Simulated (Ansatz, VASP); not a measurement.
## Two plane-wave programs on Si

```
Si
1.0
     0.00000    5.43000    5.43000
     5.43000    0.00000    5.43000
     5.43000    5.43000    0.00000
Si
17
Direct
  0.00054 0.99884 0.00043
  0.12216 0.12807 0.12180
  0.99456 0.00195 0.50193
  0.12248 0.12812 0.62813
  0.00034 0.50033 0.00033
  0.12490 0.62498 0.12501
  0.00050 0.50043 0.49888
  0.12208 0.62184 0.62809
  0.50232 0.00227 0.99369
  0.62824 0.12826 0.12217
  0.50276 0.00261 0.50252
  0.62591 0.12537 0.62510
  0.49875 0.50055 0.00050
  0.62804 0.62207 0.12194
  0.50221 0.49398 0.50214
  0.62819 0.62229 0.62821
  0.37586 0.87535 0.37510
```

Alike in both runs: functional PBE; k mesh 2 × 2 × 2; occupations gaussian, width 0.05 eV; no spin polarisation.

Ansatz relaxed the structure, and its values are those at the end. VASP's run is a single point on that final structure, the one shown.

|  | VASP | Ansatz |
| --- | --- | --- |
| version | VASP 6.6.1 | Ansatz 0.2.0 |
| potentials or method | VASP PAW PBE potentials, release 64 (Si), cutoff 520 eV | scalar-relativistic, plane waves, PAW |
| valence electrons in the cell | 68 | 68 |

|  | VASP | Ansatz | Ansatz less VASP |
| --- | --- | --- | --- |
| rms of the force components (eV/Å) | 0.010 | 0.011 | +0.0003 |

The functional is the same, so the differences come from potentials, cutoffs and numerics.

The k mesh is coarse, so the values compare programs but aren't converged.
